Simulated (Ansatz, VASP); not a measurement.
## SnTe in VASP and in Ansatz

Contents of INCAR:

```
PREC     = Accurate       # precision mode
ENCUT    = 520            # plane-wave cutoff, eV
EDIFF    = 1E-7           # SCF threshold, eV
ISMEAR   = 0              # smearing method
SIGMA    = 0.03           # smearing width, eV
LREAL    = False          # projectors in reciprocal space
LASPH    = True           # aspherical terms in the spheres
NELM     = 80             # most SCF steps
ALGO     = Normal         # electronic algorithm
ISIF     = 2              # what is computed and relaxed
LWAVE    = False          # write WAVECAR
LCHARG   = False          # write CHGCAR
GGA      = PE             # functional
NBANDS   = 17             # bands
```

Contents of KPOINTS:

```
regular mesh
0
Gamma
  10 10 10
```

Contents of POSCAR:

```
SnTe
1.0
    0.0000000000      3.3143250000      3.1565000000
    3.3143250000      0.0000000000      3.1565000000
    3.3143250000      3.3143250000      0.0000000000
Sn Te
1 1
Direct
    0.0000000000      0.0000000000      0.0000000000
    0.5000000000      0.5000000000      0.5000000000
```

Input for Ansatz:

```yaml
crystal:
  lattice:
    - [0.0, 3.314325, 3.1565]
    - [3.314325, 0.0, 3.1565]
    - [3.314325, 3.314325, 0.0]
  atoms:
    - { symbol: Sn, position: [0.0, 0.0, 0.0] }
    - { symbol: Te, position: [0.5, 0.5, 0.5] }
basis:
  ecutwfc: 420
kpoints:
  mp_grid: { grid: [10, 10, 10] }
hamiltonian:
  xc: pbe
scf:
  occupations: { method: gaussian, width: 0.03 }
output:
  forces: true
  stress: true
  eigenvalues: true
```

Change from the starting cell: strain +0.050 along x and y, +0.000 along z, atoms carried along.

Alike in both runs: task single point; functional PBE; k mesh 10 × 10 × 10; occupations gaussian, width 0.03 eV; no spin polarisation.

|  | VASP | Ansatz |
| --- | --- | --- |
| version | VASP 6.6.1 | Ansatz 0.2.0 |
| potentials or method | VASP PAW PBE potentials, release 64 (Sn_d, Te), cutoff 520 eV | scalar-relativistic, plane waves, PAW |
| valence electrons in the cell | 20 | 30 |

Ansatz gave:

| Item | Value |
| --- | --- |
| gap on the k mesh at the Fermi level (eV) | 0.09 |
| least direct gap on the mesh (eV) | 0.09 |
| pressure (GPa) | -1.6 |
| traceless stress, the component that is largest in VASP (GPa) | 3.18 |

Problem. Which values does VASP return?

Solution. gap on the k mesh at the Fermi level (eV): 0.09; least direct gap on the mesh (eV): 0.09; pressure (GPa): -1.6; traceless stress, the component that is largest in VASP (GPa): 3.19.

VASP's potentials hold 20 valence electrons a cell and Ansatz's 30, so a difference there can come from the potentials and not from the codes.

Spin-orbit coupling is off throughout.
